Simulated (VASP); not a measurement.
# Cs2RhC (P6/mmm) in VASP: a series of runs, part 2 of 2

VASP 6.6.1.

## (5) Relaxation of cell and atoms, PBE

This run uses another cell than the first one, of 19.69 Å³/atom, 0.632 times its volume.

Input file INCAR:

```
SYSTEM = Cs2RhC
ALGO = Normal
EDIFF = 1E-6
EDIFFG = -0.04
ENCUT = 600
GGA = PE
IBRION = 2
ISIF = 3
ISMEAR = 0
LASPH = .True.
LCHARG = .False.
LREAL = .False.
LWAVE = .False.
NELM = 100
NSW = 90
PREC = Accurate
SIGMA = 0.1
```

Input file KPOINTS:

```
k-points
0
Gamma
  6 6 4
  0 0 0
```

Input file POSCAR:

```
Cs2RhC
1.0
    4.7622561600      0.0000000000      0.0000000000
   -2.3811280800      4.1242348100      0.0000000000
    0.0000000000      0.0000000000      4.0101970400
Cs Rh C
2 1 1
Direct
    0.3333333300      0.6666666700      0.0000000000
    0.6666666700      0.3333333300      0.0000000000
    0.0000000000      0.0000000000      0.5000000000
    0.0000000000      0.0000000000      0.0000000000
```

Potentials or basis: VASP PAW PBE potentials, release 64 (Cs_sv, Rh_pv, C).

Launch:

```console
$ cat potpaw_PBE.64/Cs_sv/POTCAR potpaw_PBE.64/Rh_pv/POTCAR potpaw_PBE.64/C/POTCAR > POTCAR
$ mpirun -np 1 vasp_std > vasp.out
```

OUTCAR:

```text
SYSTEM = Cs2RhC
   EDIFF = 1E-6
   EDIFFG = -0.04
   ENCUT = 600
   GGA = PE
   IBRION = 2
   ISIF = 3
   ISMEAR = 0
   LASPH = .True.
   LREAL = .False.
   NELM = 100
   NSW = 90
   PREC = Accurate

 ion  position               nearest neighbor table
   1  0.333  0.667  0.000-   2 2.75   2 2.75   2 2.75
   2  0.667  0.333  0.000-   1 2.75   1 2.75   1 2.75
   3  0.000  0.000  0.500-   4 2.01   4 2.01
   4  0.000  0.000  0.000-   3 2.01   3 2.01

  LATTYP: Found a hexagonal cell.
 ALAT       =     4.7622561600
 C/A-ratio  =     0.8420792383

  Lattice vectors:

 A1 = (   4.7622561600,   0.0000000000,   0.0000000000)
 A2 = (  -2.3811280800,   4.1242348100,   0.0000000000)
 A3 = (   0.0000000000,   0.0000000000,   4.0101970400)

Analysis of symmetry for initial positions (statically):
=====================================================================
 Subroutine PRICEL returns:
 Original cell was already a primitive cell.

 Routine SETGRP: Setting up the symmetry group for a
 hexagonal supercell.

 Subroutine GETGRP returns: Found 24 space group operations
 (whereof 24 operations were pure point group operations)
 out of a pool of 24 trial point group operations.

The static configuration has the point symmetry D_6h.

Analysis of symmetry for dynamics (positions and initial velocities):
[... 144 lines left out ...]
 Gauss-broadening in eV      SIGMA  =   0.10
  energy-cutoff  :      600.00
  volume of cell :       78.76
 maximum number of plane-waves:      2652
 NGX is ok and might be reduce to    40
   NGX = 19   NGY = 19   NGZ = 17

--------------------------------------- Ionic step        1  -------------------------------------------

 number of electron      36.9999997 magnetization

 Free energy of the ion-electron system (eV)
  ---------------------------------------------------
  ext. energy  EPLUGINS =         0.00000000
  ---------------------------------------------------
  free energy    TOTEN  =       -10.31986809 eV

  energy without entropy =      -10.31506377  energy(sigma->0) =      -10.31746593

 E-fermi :   6.4117     XC(G=0): -11.1332

 val. band max:        6.0716932822   @ k =   0.1667   0.1667   0.0000
 cond. band min:       6.4647866382   @ k =   0.1667  -0.0000   0.0000
 fundamental gap:      0.3930933560
 Fermi energy:         6.4117020174

 k-point     1 :       0.0000    0.0000    0.0000
  band No.  band energies     occupation
      1     -40.2448      2.00000
      2     -39.4295      2.00000
      3     -39.4295      2.00000
      4     -17.6758      2.00000
      5     -14.2100      2.00000
      6      -5.6474      2.00000
[... 665 lines left out ...]
--------------------------------------- Ionic step        5  -------------------------------------------

 number of electron      36.9999994 magnetization

 Free energy of the ion-electron system (eV)
  ---------------------------------------------------
  ext. energy  EPLUGINS =         0.00000000
  ---------------------------------------------------
  free energy    TOTEN  =       -16.10731299 eV

  energy without entropy =      -16.10433258  energy(sigma->0) =      -16.10582278

 E-fermi :   3.8543     XC(G=0):  -8.9113

 val. band max:        3.7582596251   @ k =   0.0000   0.0000   0.0000
 cond. band min:       3.9116233634   @ k =   0.5000  -0.0000   0.5000
 fundamental gap:      0.1533637383
 Fermi energy:         3.8543189798

 k-point     1 :       0.0000    0.0000    0.0000
  band No.  band energies     occupation
      1     -42.9288      2.00000
      2     -42.0212      2.00000
      3     -42.0212      2.00000
      4     -19.8546      2.00000
      5     -19.3502      2.00000
      6      -7.2563      2.00000
[... 545 lines left out ...]
  FREE ENERGIE OF THE ION-ELECTRON SYSTEM (eV)
  ---------------------------------------------------
  free  energy   TOTEN  =       -16.1073129869 eV

  energy  without entropy=      -16.1043325827  energy(sigma->0) =      -16.10582278

 reached required accuracy - stopping structural energy minimisation
```

OSZICAR:

```text
N       E                     dE             d eps       ncg     rms          rms(c)
DAV:   1     0.336106949688E+03    0.33611E+03   -0.21345E+04   948   0.178E+03
[... 62 lines left out ...]
DAV:   4    -0.161078083918E+02    0.14962E-02   -0.16264E-02  1144   0.588E-01    0.154E-01
DAV:   5    -0.161073398014E+02    0.46859E-03   -0.29803E-03  1150   0.367E-01    0.893E-02
DAV:   6    -0.161073346110E+02    0.51904E-05   -0.82426E-04  1144   0.164E-01    0.369E-02
DAV:   7    -0.161073127719E+02    0.21839E-04   -0.16567E-04  1148   0.758E-02    0.120E-02
DAV:   8    -0.161073141518E+02   -0.13799E-05   -0.19468E-05  1080   0.228E-02    0.272E-03
DAV:   9    -0.161073131112E+02    0.10406E-05   -0.68249E-07   570   0.510E-03    0.971E-04
DAV:  10    -0.161073129869E+02    0.12426E-06   -0.92591E-08   504   0.224E-03
   5 F= -.16107313E+02 E0= -.16105823E+02  d E =-.578744E+01
```

CONTCAR:

```text
Cs2RhC
   1.00000000000000
     6.0783244853187153    0.0000000000000000    0.0000000000000000
    -3.0391622426593576    5.2639834096178859    0.0000000000000000
     0.0000000000000000    0.0000000000000000    3.8535564214363389
  Cs              Rh              C
     2     1     1
Direct
     0.3333333300000021    0.6666666699999979    1.0000000000000000
     0.6666666699999979    0.3333333300000021    0.0000000000000000
     0.0000000000000000    0.0000000000000000    0.5000000000000000
     0.0000000000000000    0.0000000000000000    0.0000000000000000

  0.00000000E+00  0.00000000E+00  0.00000000E+00
  0.00000000E+00  0.00000000E+00  0.00000000E+00
  0.00000000E+00  0.00000000E+00  0.00000000E+00
  0.00000000E+00  0.00000000E+00  0.00000000E+00
```

Run time: 91 s. Hardware: 1 thread of Intel Xeon 6975P-C (Granite Rapids), shared host; peak memory 0.25 GiB.

What came out:

| Quantity | Value |
| --- | --- |
| Free energy | -16.1073 eV |
| Relaxed volume | 30.82 Å³/atom |
| Relaxed cell | a = 6.078 Å, b = 6.078 Å, c = 3.854 Å, α = 90.00°, β = 90.00°, γ = 120.00° |
| Space group after relaxing (to 0.05 Å) | P6/mmm (No. 191) |
| Energy gained by relaxing | 1446.9 meV/atom |
| Ionic steps | 5 |
| Pressure after relaxing | 0.0 GPa |

The path:
| step | energy change (eV) | largest force (eV/Å) | pressure (GPa) | volume (Å³) |
| --- | --- | --- | --- | --- |
| 1 | 0.0000 | 0.0000 | 37.11 | 78.76 |
| 2 | -5.6093 | 0.0000 | -1.25 | 137.37 |
| 3 | -5.7587 | 0.0000 | 0.84 | 118.31 |
| 4 | -5.7856 | 0.0000 | -0.16 | 124.45 |
| 5 | -5.7874 | 0.0000 | -0.01 | 123.30 |

Final structure:
```
CELL_PARAMETERS angstrom
6.07832 0.00000 0.00000
-3.03916 5.26398 0.00000
0.00000 0.00000 3.85356
ATOMIC_POSITIONS crystal
Cs 0.33333 0.66667 0.00000
Cs 0.66667 0.33333 0.00000
Rh 0.00000 0.00000 0.50000
C 0.00000 0.00000 0.00000
```

Levels at points of the mesh, in eV from the Fermi level:
```
           k point  band 14  band 15  band 16  band 17  band 18  band 19  band 20  band 21  band 22
(0.00, 0.00, 0.00)    -1.95    -1.95    -1.43    -1.43    -1.38    -1.38    -0.10     1.06     3.45
(0.50, 0.00, 0.00)    -1.92    -1.75    -1.69    -1.61    -1.41    -1.36    -0.17     0.85     1.78
(0.00, 0.00, 0.50)    -3.85    -3.85    -1.64    -1.64    -0.75     1.51     1.51     2.08     2.54
(0.50, 0.00, 0.50)    -3.93    -3.84    -1.56    -1.39    -1.33     0.06     1.79     2.42     2.46
```

Caveat: the k points lie up to 0.41 Å⁻¹ apart in the final cell; the volume moved by over 15 % at a fixed basis, so the end points are rough; spin-orbit coupling is left out, which moves the levels of the heavy elements.

## (6) Summary

```tsv
task	spin	cell	k mesh	cutoff (eV)	gap on the mesh (eV)	pressure (GPa)
single point	off	a = 6.122, b = 6.122, c = 3.840 Å, angles 90.0, 90.0, 120.0°, 4 atoms	12 × 12 × 12	520	none	0.1
single point	off	a = 6.063, b = 6.063, c = 3.856 Å, angles 90.0, 90.0, 120.0°, 4 atoms	6 × 6 × 4	520	none	0.3
single point	collinear, ferromagnetic start	a = 6.063, b = 6.063, c = 3.856 Å, angles 90.0, 90.0, 120.0°, 4 atoms	3 × 3 × 4	520	none	0.3
relaxation of cell and atoms	off	relaxed from a = 4.762, b = 4.762, c = 4.010 Å, angles 90.0, 90.0, 120.0°, 4 atoms	6 × 6 × 4	600	none	0.0
```

Alike in all rows: level PBE; potentials or basis VASP PAW PBE potentials, release 64 (Cs_sv, Rh_pv, C); smearing gaussian 0.1 eV.

Caveats: some runs use coarse meshes; spin-orbit coupling is left out, which moves the levels of the heavy elements; the volume moved by over 15 % at a fixed basis, so the end points are rough (some runs).

Absolute energies hang on the potentials; compare differences alone.
